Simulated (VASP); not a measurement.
Crystal: Hf.

```xyz
2
Lattice="3.1967 0.0000 0.0000 -1.5983 2.7684 0.0000 0.0000 0.0000 5.0578" Properties=species:S:1:pos:R:3 pbc="T T T"
Hf    1.5984    0.9228    3.7934
Hf    0.0000    1.8456    1.2645
```

```yaml
Program: VASP 6.6.1
Task: relaxation of cell and atoms
Functional: PBE
Dispersion: D3(BJ)
Potentials_or_basis: VASP PAW PBE potentials, release 64 (Hf_pv)
Cutoff: 600 eV
k_mesh: 10 × 10 × 5
Occupations: fermi-dirac, width 0.05 eV
Spin: no spin polarisation
```

At the start: pressure -3.2 GPa; volume 22.38 Å³/atom.

Task: How do energy, volume and symmetry change on relaxing?

Result: Over 3 steps the energy falls by 6.7 meV/atom and the volume is 21.73 Å³/atom (-2.9 %); space group P6_3/mmc (No. 194, to 0.05 Å).

Step by step:
```tsv
step	energy change (eV)	largest force (eV/Å)	pressure (GPa)	volume (Å³)
1	0.0000	0.0000	-3.19	44.76
2	0.0064	0.0000	4.29	41.93
3	-0.0134	0.0000	-0.02	43.46
```

Final structure:
```xyz
2
Lattice="3.1669 0.0000 0.0000 -1.5834 2.7426 0.0000 0.0000 0.0000 5.0036" Properties=species:S:1:pos:R:3 pbc="T T T"
Hf    1.5834    0.9142    3.7527
Hf    0.0000    1.8284    1.2509
```

Caveat: pairwise dispersion overbinds metals, which lowers pressure and volume.
